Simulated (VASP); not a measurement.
# Bi (P-3m1) in VASP: relaxation of cell and atoms with PBE

Aim: the relaxation of cell and atoms of Bi with PBE.

All numbers are computed with VASP 6.6.1; they aren't measurements. Logs are shortened: lines on timing, memory, paths and dates and some standing lists are left out, and cuts for length are marked.

**1. The cell of the first run**

The structure is trigonal, space group P-3m1 (No. 164). The conventional cell has a = 4.506 Å, b = 4.506 Å, c = 9.502 Å, α = 90.00°, β = 90.00°, γ = 120.00°. Within 4.1 Å of Bi (site symmetry 3m) lie 4 Bi at 3.08 to 3.63 Å. Bi (site symmetry 3m) has 6 Bi at 3.08 to 3.66 Å within 4.1 Å.

The cell was generated, and may not be a known phase.

**2. Relaxation of cell and atoms, PBE**

Input file INCAR:

```
SYSTEM = Bi
ALGO     = Fast           ! electronic algorithm
EDIFF    = 1E-7           ! SCF threshold, eV
EDIFFG   = -0.01          ! ionic threshold
ENCUT    = 600            ! plane-wave cutoff, eV
GGA      = PE             ! functional
IBRION   = 2              ! ionic algorithm
ISIF     = 3              ! what is computed and relaxed
ISMEAR   = 0              ! smearing method
LASPH    = .TRUE.         ! aspherical terms in the spheres
LCHARG   = .FALSE.        ! write CHGCAR
LREAL    = .FALSE.        ! projectors in reciprocal space
LWAVE    = .FALSE.        ! write WAVECAR
NELM     = 60             ! most SCF steps
NSW      = 100            ! ionic steps
PREC     = Accurate       ! precision mode
SIGMA    = 0.1            ! smearing width, eV
```

Input file KPOINTS:

```
k-points
0
G
  12 12 6
  0 0 0
```

Input file POSCAR:

```
Bi
1.0
    4.5061988084      0.0000000000      0.0000000000
   -2.2530994042      3.9024826426      0.0000000000
    0.0000000000      0.0000000000      9.5016786546
Bi
4
Direct
    0.0000000000      0.0000000000      0.8092172887
    0.0000000000      0.0000000000      0.1907827113
    0.3333333333      0.6666666667      0.6352661918
    0.6666666667      0.3333333333      0.3647338082
```

Potentials or basis: VASP PAW PBE potentials, release 64 (Bi_d).

On the command line:

```bash
> cat potpaw_PBE.64/Bi_d/POTCAR > POTCAR
> mpirun -np 1 vasp_std > vasp.out
```

OUTCAR:

```text
SYSTEM = Bi
   EDIFF = 1E-7
   EDIFFG = -0.01
   ENCUT = 600
   GGA = PE
   IBRION = 2
   ISIF = 3
   ISMEAR = 0
   LASPH = .TRUE.
   LREAL = .FALSE.
   NELM = 60
   NSW = 100
   PREC = Accurate

 ion  position               nearest neighbor table
   1  0.000  0.000  0.809-   3 3.08   3 3.08   3 3.08   2 3.63
   2  0.000  0.000  0.191-   4 3.08   4 3.08   4 3.08   1 3.63
   3  0.333  0.667  0.635-   1 3.08   1 3.08   1 3.08   4 3.66   4 3.66   4 3.66
   4  0.667  0.333  0.365-   2 3.08   2 3.08   2 3.08   3 3.66   3 3.66   3 3.66

  LATTYP: Found a hexagonal cell.
 ALAT       =     4.5061988084
 C/A-ratio  =     2.1085795498

  Lattice vectors:

 A1 = (   4.5061988084,   0.0000000000,   0.0000000000)
 A2 = (  -2.2530994042,   3.9024826426,   0.0000000000)
 A3 = (   0.0000000000,   0.0000000000,   9.5016786546)

Analysis of symmetry for initial positions (statically):
=====================================================================
 Subroutine PRICEL returns:
 Original cell was already a primitive cell.

 Routine SETGRP: Setting up the symmetry group for a
 hexagonal supercell.

 Subroutine GETGRP returns: Found 12 space group operations
 (whereof 12 operations were pure point group operations)
 out of a pool of 24 trial point group operations.

The static configuration has the point symmetry D_3d.

Analysis of symmetry for dynamics (positions and initial velocities):
=====================================================================
 Subroutine PRICEL returns:
 Original cell was already a primitive cell.

 Routine SETGRP: Setting up the symmetry group for a
 hexagonal supercell.

 Subroutine GETGRP returns: Found 12 space group operations
 (whereof 12 operations were pure point group operations)
 out of a pool of 24 trial point group operations.

The dynamic configuration has the point symmetry D_3d.

 Subroutine INISYM returns: Found 12 space group operations
 (whereof 12 operations are pure point group operations),
 and found     1 'primitive' translations

----------------------------------------------------------------------------------------

                                     Primitive cell

  volume of cell :     167.0905

  direct lattice vectors                    reciprocal lattice vectors
     4.506198808  0.000000000  0.000000000     0.221916529  0.128123568  0.000000000
    -2.253099404  3.902482643  0.000000000     0.000000000  0.256247136  0.000000000
     0.000000000  0.000000000  9.501678655     0.000000000  0.000000000  0.105244561

  length of vectors
     4.506198808  4.506198808  9.501678655     0.256247136  0.256247136  0.105244561

  position of ions in fractional coordinates (direct lattice)
     0.000000000  0.000000000  0.809217289
     0.000000000  0.000000000  0.190782711
     0.333333333  0.666666667  0.635266192
     0.666666667  0.333333333  0.364733808

  ion indices of the primitive-cell ions
   primitive index   ion index
                 1           1
                 2           2
                 3           3
                 4           4

----------------------------------------------------------------------------------------

 KPOINTS: k-points

Automatic generation of k-mesh.
 Grid dimensions read from file:
 generate k-points for:   12   12    6

 Generating k-lattice:

  Cartesian coordinates                     Fractional coordinates (reciprocal lattice)
     0.018493044  0.010676964  0.000000000     0.083333333  0.000000000  0.000000000
     0.000000000  0.021353928  0.000000000     0.000000000  0.083333333  0.000000000
     0.000000000  0.000000000  0.017540760     0.000000000  0.000000000  0.166666667

  Length of vectors
     0.021353928  0.021353928  0.017540760

  Shift w.r.t. Gamma in fractional coordinates (k-lattice)
     0.000000000  0.000000000  0.000000000

 Subroutine IBZKPT returns following result:
 ===========================================

 Found    100 irreducible k-points:

 Following reciprocal coordinates:
            Coordinates               Weight
  0.000000  0.000000  0.000000      1.000000
  0.083333  0.000000  0.000000      6.000000
  0.166667 -0.000000  0.000000      6.000000
  0.250000  0.000000  0.000000      6.000000
  0.333333 -0.000000  0.000000      6.000000
  0.416667 -0.000000  0.000000      6.000000
[... 16 lines left out ...]
  0.166667 -0.000000  0.166667      6.000000
  0.000000  0.166667  0.166667      6.000000
 [... further k-points ...]
   k-points           NKPTS =    100   k-points in BZ     NKDIM =    100   number of bands    NBANDS=     36
   number of dos      NEDOS =    301   number of ions     NIONS =      4
   total plane-waves  NPLWV = 103680
   dimension x,y,z NGX =    36 NGY =   36 NGZ =   80
   dimension x,y,z NGXF=    72 NGYF=   72 NGZF=  160
   ions per type =               4
   NGX,Y,Z   is equivalent  to a cutoff of  13.28, 13.28, 14.00 a.u.
   NGXF,Y,Z  is equivalent  to a cutoff of  26.56, 26.56, 27.99 a.u.
 SYSTEM =  Bi
   PREC   = accura    normal or accurate (medium, high low for compatibility)
   ISTART =      0    job   : 0-new  1-cont  2-samecut
   ICHARG =      2    charge: 1-file 2-atom 10-const
   ISPIN  =      1    spin polarized calculation?
   LNONCOLLINEAR =      F non collinear calculations
   LSORBIT =      F    spin-orbit coupling
   LASPH  =      T    aspherical Exc in radial PAW
   ENCUT  =  600.0 eV  44.10 Ry    6.64 a.u.   9.00  9.00 18.98*2*pi/ulx,y,z
   NELM   =     60;   NELMIN=  2; NELMDL= -5     # of ELM steps
   EDIFF  = 0.1E-06   stopping-criterion for ELM
   LREAL  =      F    real-space projection
   EDIFFG = -.1E-01   stopping-criterion for IOM
   NSW    =    100    number of steps for IOM
   IBRION =      2    ionic relax: 0-MD 1-quasi-New 2-CG
   NFREE  =      1    steps in history (QN), initial steepest desc. (CG)
   ISIF   =      3    stress and relaxation
   ISYM   =      2    0-nonsym 1-usesym 2-fastsym
   POTIM  = 0.5000    time-step for ionic-motion
   TEBEG  =    0.0;   TEEND  =   0.0 temperature during run
   PSTRESS=    0.0 pullay stress
   NELECT =      60.0000    total number of electrons
   NUPDOWN=      -1.0000    fix difference up-down
   EMIN   =  10.00;   EMAX   =-10.00  energy-range for DOS
   EFERMI =   0.00;   METHOD = LEGACY
   ISMEAR =     0;   SIGMA  =   0.10  broadening in eV -4-tet -1-fermi 0-gaus
   EFERMI_NEDOS =   21; number of points for ismear=-14 and -15
   IALGO  =     68    algorithm
   IMIX   =      4    mixing-type and parameters
     AMIX     =   0.40;   BMIX     =  1.00
     AMIX_MAG =   1.60;   BMIX_MAG =  1.00
  volume/ion in A,a.u.               =      41.77       281.90
  Fermi-wavevector in a.u.,A,eV,Ry     =   1.163612  2.198907 18.422178  1.353992
  Thomas-Fermi vector in A             =   2.300159
   LORBIT       =      0    0 simple, 1 ext, 2 COOP (PROOUT), +10 PAW based schemes
   GGA     = PE    functional components
   LHFCALC =     F    Hartree Fock is set to
   AEXX    =    0.0000 exact exchange contribution
   IVDW    =     0    specifies the selected vdW correction
   LEPSILON=     F    determine dielectric tensor
   LRPA    =     F    only Hartree local field effects (RPA)
 conjugate gradient relaxation of ions
 non-spin polarized calculation
 RMM-DIIS sequential band-by-band and
 Gauss-broadening in eV      SIGMA  =   0.10
  energy-cutoff  :      600.00
  volume of cell :      167.09
 maximum number of plane-waves:      5613
   NGX = 17   NGY = 17   NGZ = 37

--------------------------------------- Ionic step        1  -------------------------------------------

 number of electron      59.9999991 magnetization

 Free energy of the ion-electron system (eV)
  ---------------------------------------------------
  ext. energy  EPLUGINS =         0.00000000
  ---------------------------------------------------
  free energy    TOTEN  =       -15.35847955 eV

  energy without entropy =      -15.35412058  energy(sigma->0) =      -15.35630006

------------------------ aborting loop because EDIFF is reached ----------------------------------------

  FORCE on cell =-STRESS in cart. coord.  units (eV):
  Direction    XX          YY          ZZ          XY          YZ          ZX
  --------------------------------------------------------------------------------------
  -------------------------------------------------------------------------------------
  Total       -0.0097027     -0.0097027     -0.0447742     -0.0000000      0.0000000      0.0000000
  in kB       -0.0930358     -0.0930358     -0.4293256     -0.0000000      0.0000000      0.0000000
  external PRESSURE =      -0.2051324 kB  Pullay stress =       0.0000000 kB
[... 251 lines left out ...]
  energy  without entropy=      -15.3541464164  energy(sigma->0) =      -15.35635160

--------------------------------------- Ionic step        8  -------------------------------------------

 number of electron      59.9999991 magnetization

 Free energy of the ion-electron system (eV)
  ---------------------------------------------------
  ext. energy  EPLUGINS =         0.00000000
  ---------------------------------------------------
  free energy    TOTEN  =       -15.35859073 eV

  energy without entropy =      -15.35414261  energy(sigma->0) =      -15.35636667

 E-fermi :   4.9221     XC(G=0):  -8.6121

 val. band max:        4.9184298772   @ k =   0.1667  -0.0000   0.3333
 cond. band min:       4.9306629489   @ k =   0.0833   0.0000   0.1667
 fundamental gap:      0.0122330718
 Fermi energy:         4.9221482244

 k-point     1 :       0.0000    0.0000    0.0000
  band No.  band energies     occupation
      1     -18.1099      2.00000
      2     -18.1099      2.00000
      3     -18.0823      2.00000
      4     -18.0823      2.00000
      5     -17.9839      2.00000
      6     -17.9839      2.00000
[... 925 lines left out ...]
     35       7.7571      0.00000
     36       7.8737      0.00000

 [... further k-points ...]
[... 5 lines left out ...]
  --------------------------------------------------------------------------------------
  -------------------------------------------------------------------------------------
  Total        0.0364900      0.0364900      0.0214611      0.0000000      0.0000000      0.0000000
  in kB        0.3508834      0.3508834      0.2063676      0.0000000      0.0000000      0.0000000
  external PRESSURE =       0.3027115 kB  Pullay stress =       0.0000000 kB
[... 19 lines left out ...]
  FREE ENERGIE OF THE ION-ELECTRON SYSTEM (eV)
  ---------------------------------------------------
  free  energy   TOTEN  =       -15.3585907303 eV

  energy  without entropy=      -15.3541426087  energy(sigma->0) =      -15.35636667

 reached required accuracy - stopping structural energy minimisation
```

Run time: 58 min. Hardware: 1 thread of Oxide Virtual Turin-like, shared host; peak memory 0.66 GiB.

What came out:

```
Free energy                           : -15.3586 eV
Relaxed volume                        : 41.65 Å³/atom
Relaxed cell                          : a = 4.506 Å, b = 4.506 Å, c = 9.474 Å, α = 90.00°, β = 90.00°, γ = 120.00°
Space group after relaxing (to 0.1 Å) : P-3m1 (No. 164)
Energy gained by relaxing             : 0.0 meV/atom
Ionic steps                           : 8
Pressure after relaxing               : 0.0 GPa
Largest force after relaxing          : 0.007 eV/Å
Band gap on the k mesh                : zero (bands 30 and 31 overlap by 0.24 eV)
```

Forces in eV/Å, atoms in the order of the input:
```
Bi   0.000  0.000  0.007
Bi   0.000  0.000 -0.007
Bi   0.000  0.000 -0.001
Bi   0.000  0.000  0.001
```

Step by step:
| step | energy change (eV) | largest force (eV/Å) | pressure (GPa) | volume (Å³) |
| --- | --- | --- | --- | --- |
| 1 | 0.0000 | 0.0098 | -0.02 | 167.09 |
| 2 | 0.0000 | 0.0113 | 0.00 | 166.96 |
| 3 | 0.0000 | 0.0134 | 0.01 | 166.88 |
| 4 | 0.0000 | 0.0168 | 0.04 | 166.71 |
| 5 | 0.0000 | 0.0181 | 0.04 | 166.79 |
| 6 | -0.0001 | 0.0152 | 0.03 | 166.77 |
| 7 | -0.0001 | 0.0113 | 0.02 | 166.72 |
| 8 | -0.0001 | 0.0075 | 0.03 | 166.62 |

Final structure:
```
CELL_PARAMETERS angstrom
4.50644 0.00000 0.00000
-2.25322 3.90269 0.00000
0.00000 0.00000 9.47380
ATOMIC_POSITIONS crystal
Bi 0.00000 0.00000 0.80964
Bi 0.00000 0.00000 0.19036
Bi 0.33333 0.66667 0.63527
Bi 0.66667 0.33333 0.36473
```

Levels at points of the mesh, in eV from the Fermi level:
```
           k point  band 27  band 28  band 29  band 30  band 31  band 32  band 33  band 34
(0.00, 0.00, 0.00)    -0.91    -0.88    -0.80    -0.80     0.83     1.52     1.52     1.56
(0.50, 0.00, 0.00)    -2.47    -2.12    -1.81    -1.64     0.86     1.18     1.60     1.80
(0.00, 0.00, 0.50)    -1.04    -1.04    -0.61    -0.61     0.93     1.20     1.20     1.38
(0.50, 0.00, 0.50)    -2.65    -2.35    -1.84    -1.21     0.04     1.37     2.17     2.25
```

Caveat: spin-orbit coupling is left out, which moves the levels of the heavy elements.
